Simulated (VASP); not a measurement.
# Na (I4/mmm) in VASP: a series of runs, part 2 of 2

VASP 6.6.1. Earlier steps stand in the parts before.

## Step 3: Single point, LDA

This run uses another cell than the first one, of 33.50 Å³/atom, 1.024 times its volume.

Input file INCAR:

```
ALGO = Fast ; EDIFF = 1E-6
ENCUT = 520 ; ISIF = 2
ISMEAR = 0 ; LASPH = T
LCHARG = F ; LREAL = F
LWAVE = F ; NBANDS = 10
NELM = 60 ; PREC = Accurate
SIGMA = 0.15
```

Input file KPOINTS:

```
k-points
0
Gamma
  18 18 18
```

Input file POSCAR:

```
Na
1.0
   -1.8525000000      1.8525000000      2.4404000000
    1.8525000000     -1.8525000000      2.4404000000
    1.8525000000      1.8525000000     -2.4404000000
Na
1
Direct
    0.0000000000      0.0000000000      0.0000000000
```

Potentials or basis: VASP PAW LDA potentials, release 64 (Na_pv).

Command:

```console
$ cat potpaw_LDA.64/Na_pv/POTCAR > POTCAR
$ mpirun -np 1 vasp_std > vasp.out
```

OUTCAR:

```text
EDIFF = 1E-6
   ENCUT = 520
   ISIF = 2
   ISMEAR = 0
   LASPH = T
   LREAL = F
   NELM = 60
   PREC = Accurate

 ion  position               nearest neighbor table
   1  0.000  0.000  0.000-

  LATTYP: Found a body centered tetragonal cell.
 ALAT       =     3.7050000000
 C/A-ratio  =     1.3173549258

  Lattice vectors:

 A1 = (  -1.8525000000,   1.8525000000,   2.4404000000)
 A2 = (   1.8525000000,  -1.8525000000,   2.4404000000)
 A3 = (   1.8525000000,   1.8525000000,  -2.4404000000)

Analysis of symmetry for initial positions (statically):
=====================================================================
 Subroutine PRICEL returns:
 Original cell was already a primitive cell.

 Routine SETGRP: Setting up the symmetry group for a
 body centered tetragonal supercell.

 Subroutine GETGRP returns: Found 16 space group operations
 (whereof 16 operations were pure point group operations)
 out of a pool of 16 trial point group operations.

The static configuration has the point symmetry D_4h.

Analysis of symmetry for dynamics (positions and initial velocities):
=====================================================================
 Subroutine PRICEL returns:
 Original cell was already a primitive cell.

 Routine SETGRP: Setting up the symmetry group for a
 body centered tetragonal supercell.

 Subroutine GETGRP returns: Found 16 space group operations
 (whereof 16 operations were pure point group operations)
 out of a pool of 16 trial point group operations.

The dynamic configuration has the point symmetry D_4h.

 Subroutine INISYM returns: Found 16 space group operations
 (whereof 16 operations are pure point group operations),
 and found     1 'primitive' translations

----------------------------------------------------------------------------------------

                                     Primitive cell

  volume of cell :      33.4994

  direct lattice vectors                    reciprocal lattice vectors
    -1.852500000  1.852500000  2.440400000     0.000000000  0.269905533  0.204884445
     1.852500000 -1.852500000  2.440400000     0.269905533  0.000000000  0.204884445
     1.852500000  1.852500000 -2.440400000     0.269905533  0.269905533  0.000000000

  length of vectors
     3.580372140  3.580372140  3.580372140     0.338860787  0.338860787  0.381704065

  position of ions in fractional coordinates (direct lattice)
     0.000000000  0.000000000  0.000000000

  ion indices of the primitive-cell ions
   primitive index   ion index
                 1           1

----------------------------------------------------------------------------------------

 KPOINTS: k-points

Automatic generation of k-mesh.
 Grid dimensions read from file:
 generate k-points for:   18   18   18

 Generating k-lattice:

  Cartesian coordinates                     Fractional coordinates (reciprocal lattice)
     0.000000000  0.014994752  0.011382469     0.055555556  0.000000000  0.000000000
     0.014994752  0.000000000  0.011382469     0.000000000  0.055555556  0.000000000
     0.014994752  0.014994752  0.000000000     0.000000000  0.000000000  0.055555556

  Length of vectors
     0.018825599  0.018825599  0.021205781

  Shift w.r.t. Gamma in fractional coordinates (k-lattice)
     0.000000000  0.000000000  0.000000000

 Subroutine IBZKPT returns following result:
 ===========================================

 Found    480 irreducible k-points:

 Following reciprocal coordinates:
            Coordinates               Weight
  0.000000  0.000000  0.000000      1.000000
  0.055556 -0.000000  0.000000      8.000000
  0.111111 -0.000000  0.000000      8.000000
  0.166667  0.000000 -0.000000      8.000000
  0.222222  0.000000 -0.000000      8.000000
  0.277778  0.000000  0.000000      8.000000
[... 16 lines left out ...]
 -0.277778  0.055556  0.000000     16.000000
 -0.222222  0.055556  0.000000     16.000000
 [... further k-points ...]
   k-points           NKPTS =    480   k-points in BZ     NKDIM =    480   number of bands    NBANDS=     10
   number of dos      NEDOS =    301   number of ions     NIONS =      1
   total plane-waves  NPLWV =  21952
   dimension x,y,z NGX =    28 NGY =   28 NGZ =   28
   dimension x,y,z NGXF=    56 NGYF=   56 NGZF=   56
   ions per type =               1
   NGX,Y,Z   is equivalent  to a cutoff of  13.00, 13.00, 13.00 a.u.
   NGXF,Y,Z  is equivalent  to a cutoff of  26.00, 26.00, 26.00 a.u.
 SYSTEM =  unknown system
   PREC   = accura    normal or accurate (medium, high low for compatibility)
   ISTART =      0    job   : 0-new  1-cont  2-samecut
   ICHARG =      2    charge: 1-file 2-atom 10-const
   ISPIN  =      1    spin polarized calculation?
   LNONCOLLINEAR =      F non collinear calculations
   LSORBIT =      F    spin-orbit coupling
   LASPH  =      T    aspherical Exc in radial PAW
   ENCUT  =  520.0 eV  38.22 Ry    6.18 a.u.   6.66  6.66  6.66*2*pi/ulx,y,z
   NELM   =     60;   NELMIN=  2; NELMDL= -5     # of ELM steps
   EDIFF  = 0.1E-05   stopping-criterion for ELM
   LREAL  =      F    real-space projection
   EDIFFG = 0.1E-04   stopping-criterion for IOM
   NSW    =      0    number of steps for IOM
   IBRION =     -1    ionic relax: 0-MD 1-quasi-New 2-CG
   NFREE  =      0    steps in history (QN), initial steepest desc. (CG)
   ISIF   =      2    stress and relaxation
   ISYM   =      2    0-nonsym 1-usesym 2-fastsym
   POTIM  = 0.5000    time-step for ionic-motion
   TEBEG  =    0.0;   TEEND  =   0.0 temperature during run
   PSTRESS=    0.0 pullay stress
   NELECT =       7.0000    total number of electrons
   NUPDOWN=      -1.0000    fix difference up-down
   EMIN   =  10.00;   EMAX   =-10.00  energy-range for DOS
   EFERMI =   0.00;   METHOD = LEGACY
   ISMEAR =     0;   SIGMA  =   0.15  broadening in eV -4-tet -1-fermi 0-gaus
   EFERMI_NEDOS =   21; number of points for ismear=-14 and -15
   IALGO  =     68    algorithm
   IMIX   =      4    mixing-type and parameters
     AMIX     =   0.40;   BMIX     =  1.00
     AMIX_MAG =   1.60;   BMIX_MAG =  1.00
  volume/ion in A,a.u.               =      33.50       226.07
  Fermi-wavevector in a.u.,A,eV,Ry     =   0.971468  1.835808 12.840491  0.943749
  Thomas-Fermi vector in A             =   2.101687
   LORBIT       =      0    0 simple, 1 ext, 2 COOP (PROOUT), +10 PAW based schemes
   GGA     = CA    functional components
   LHFCALC =     F    Hartree Fock is set to
   AEXX    =    0.0000 exact exchange contribution
   IVDW    =     0    specifies the selected vdW correction
   LEPSILON=     F    determine dielectric tensor
   LRPA    =     F    only Hartree local field effects (RPA)
 non-spin polarized calculation
 RMM-DIIS sequential band-by-band and
 Gauss-broadening in eV      SIGMA  =   0.15
  energy-cutoff  :      520.00
  volume of cell :       33.50
 maximum number of plane-waves:       917
   NGX = 13   NGY = 13   NGZ = 13

 number of electron       6.9999995 magnetization

 Free energy of the ion-electron system (eV)
  ---------------------------------------------------
  ext. energy  EPLUGINS =         0.00000000
  ---------------------------------------------------
  free energy    TOTEN  =        -1.45717866 eV

  energy without entropy =       -1.45235176  energy(sigma->0) =       -1.45476521

 E-fermi :   0.4657     XC(G=0):  -7.0180

 val. band max:        0.4532662357   @ k =   0.5000   0.2222   0.0556
 cond. band min:       0.4727795814   @ k =  -0.3333   0.3333   0.2222
 fundamental gap:      0.0195133457
 Fermi energy:         0.4657095528

 k-point     1 :       0.0000    0.0000    0.0000
  band No.  band energies     occupation
      1     -24.4061      2.00000
      2     -24.4061      2.00000
      3     -24.4059      2.00000
      4      -3.0465      2.00000
      5      12.0581      0.00000
      6      12.0581      0.00000
      7      12.3350      0.00000
      8      13.5100      0.00000
      9      13.9764      0.00000
     10      13.9787      0.00000
[... 287 lines left out ...]
 k-point    24 :      -0.2222    0.0556    0.0000
  band No.  band energies     occupation
      1     -24.4245      2.00000
      2     -24.4096      2.00000
      3     -24.4084      2.00000
      4      -2.2729      2.00000
      5       7.5087      0.00000
      6      10.8160      0.00000
      7      11.4164      0.00000
      8      12.7837      0.00000
      9      13.5548      0.00000
     10      14.9645      0.00000

 [... further k-points ...]

------------------------ aborting loop because EDIFF is reached ----------------------------------------

  FORCE on cell =-STRESS in cart. coord.  units (eV):
  Direction    XX          YY          ZZ          XY          YZ          ZX
  --------------------------------------------------------------------------------------
  -------------------------------------------------------------------------------------
  Total       -0.0418054     -0.0418054     -0.0300997      0.0000000      0.0000000      0.0000000
  in kB       -1.9994289     -1.9994289     -1.4395786      0.0000000      0.0000000      0.0000000
  external PRESSURE =      -1.8128121 kB  Pullay stress =       0.0000000 kB

 VOLUME and BASIS-vectors are now :
 -----------------------------------------------------------------------------
  energy-cutoff  :      520.00
  volume of cell :       33.50
      direct lattice vectors                 reciprocal lattice vectors
    -1.852500000  1.852500000  2.440400000     0.000000000  0.269905533  0.204884445
     1.852500000 -1.852500000  2.440400000     0.269905533  0.000000000  0.204884445
     1.852500000  1.852500000 -2.440400000     0.269905533  0.269905533  0.000000000

 POSITION                                       TOTAL-FORCE (eV/Angst)
 -----------------------------------------------------------------------------------
      0.00000      0.00000      0.00000         0.000000      0.000000      0.000000
 -----------------------------------------------------------------------------------
    total drift:                               -0.000000     -0.000000     -0.000000

  FREE ENERGIE OF THE ION-ELECTRON SYSTEM (eV)
  ---------------------------------------------------
  free  energy   TOTEN  =        -1.4571786571 eV

  energy  without entropy=       -1.4523517649  energy(sigma->0) =       -1.45476521
```

OSZICAR:

```text
N       E                     dE             d eps       ncg     rms          rms(c)
DAV:   1     0.292596493118E+02    0.29260E+02   -0.37993E+03  9608   0.593E+02
DAV:   2    -0.847366412114E+00   -0.30107E+02   -0.29965E+02  9888   0.153E+02
DAV:   3    -0.145480317844E+01   -0.60744E+00   -0.60706E+00 11498   0.235E+01
DAV:   4    -0.145934150570E+01   -0.45383E-02   -0.45380E-02 11204   0.200E+00
DAV:   5    -0.145939962427E+01   -0.58119E-04   -0.58117E-04 10978   0.224E-01    0.206E-01
RMM:   6    -0.145800031159E+01    0.13993E-02   -0.37546E-04 12939   0.221E-01    0.133E-01
RMM:   7    -0.145718311274E+01    0.81720E-03   -0.51824E-04 13238   0.208E-01    0.218E-02
RMM:   8    -0.145717476120E+01    0.83515E-05   -0.15219E-04 13008   0.209E-01    0.343E-03
RMM:   9    -0.145717814592E+01   -0.33847E-05   -0.30802E-05 14765   0.618E-02    0.276E-03
RMM:  10    -0.145717865713E+01   -0.51121E-06   -0.74817E-06 13331   0.467E-02
   1 F= -.14571787E+01 E0= -.14547652E+01  d E =-.482689E-02
```

Run time: 88 s. Hardware: 1 thread of Intel Xeon 6975P-C, shared host; peak memory 0.23 GiB.

Results:

```yaml
Free_energy: -1.4572 eV
Pressure: -0.2 GPa
```

## Step 4: Single point, LDA

This run uses another cell than the first one, of 33.57 Å³/atom, 1.026 times its volume.

Input file INCAR:

```
PREC = Accurate
ENCUT = 520
EDIFF = 1E-6
ISMEAR = 0
SIGMA = 0.15
LREAL = False
LASPH = True
NELM = 80
ALGO = Fast
ISIF = 2
LWAVE = False
LCHARG = False
GGA = CA
NBANDS = 10
```

Input file KPOINTS:

```
Automatic mesh
0
Gamma
  18 18 18
```

Input file POSCAR:

```
Na
1.0
   -1.9369500000      1.9369500000      2.2370500000
    1.9369500000     -1.9369500000      2.2370500000
    1.9369500000      1.9369500000     -2.2370500000
Na
1
Direct
    0.0000000000      0.0000000000      0.0000000000
```

Command:

```console
$ cat potpaw_LDA.64/Na_pv/POTCAR > POTCAR
$ mpirun -np 1 vasp_std > vasp.out
```

Wall time 83 s (1 thread of Intel Xeon 6975P-C, shared host); peak memory 0.23 GiB.

The run converged. Its results:

```
Free energy : -1.4567 eV
Pressure    : -0.2 GPa
```

Levels at points of the mesh, in eV from the Fermi level:
```
           k point  band 1  band 2  band 3  band 4  band 5  band 6  band 7  band 8
(0.00, 0.00, 0.00)  -24.87  -24.87  -24.87   -3.50   11.73   11.73   12.47   13.37
(0.50, 0.00, 0.00)  -24.92  -24.88  -24.87    0.66    1.10    9.34   10.47   10.59
(0.50, 0.50, 0.00)  -24.92  -24.89  -24.88    1.21    1.76    7.50    8.58    8.70
(0.50, 0.50, 0.50)  -24.92  -24.90  -24.90    3.60    3.87    5.43    6.11    6.11
```

## Step 5: The runs side by side

```tsv
cell	gap on the mesh (eV)	pressure (GPa)
a = 3.673 Å, angles 124.0, 124.0, 83.3°, 1 atom	none	0.0
a = 3.580 Å, angles 117.7, 117.7, 94.1°, 1 atom	none	-0.2
a = 3.537 Å, angles 113.6, 113.6, 101.5°, 1 atom	none	-0.2
```

Alike in all rows: task single point; level LDA; potentials or basis VASP PAW LDA potentials, release 64 (Na_pv); no spin polarisation; k mesh 18 × 18 × 18; cutoff (eV) 520; smearing gaussian 0.15 eV.

Absolute energies hang on the potentials; compare differences alone.
